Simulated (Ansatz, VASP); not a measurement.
# Two plane-wave programs on Au

```
CELL_PARAMETERS angstrom
0.00000 2.02383 2.02383
2.02383 0.00000 2.02383
2.02383 2.02383 0.00000
ATOMIC_POSITIONS crystal
Au 0.00000 0.00000 0.00000
```

Alike in both runs: functional LDA; k mesh 14 × 14 × 14; occupations gaussian, width 0.1 eV; no spin polarisation.

Ansatz relaxed the structure, and its values are those at the end. VASP's run is a single point on that final structure, the one shown.

|  | VASP | Ansatz |
| --- | --- | --- |
| version | VASP 6.6.1 | Ansatz 0.2.0 |
| potentials or method | VASP PAW LDA potentials, release 64 (Au), cutoff 520 eV | scalar-relativistic, plane waves, PAW |
| valence electrons in the cell | 11 | 19 |

|  | VASP | Ansatz | Ansatz less VASP |
| --- | --- | --- | --- |
| gap on the k mesh at the Fermi level (eV) | none | none | - |
| pressure (GPa) | 0.5 | 0.0 | -0.50 |

Ansatz warns that its potentials were made for another functional, while VASP's fit it. LDA's correlation is that of Perdew and Zunger in VASP and of Perdew and Wang (1992) in Ansatz. A gap of «none» marks a metal or a gap that the smearing closes. VASP's potentials hold 11 valence electrons a cell and Ansatz's 19, so a difference there can come from the potentials and not from the codes.

Spin-orbit coupling is off throughout.
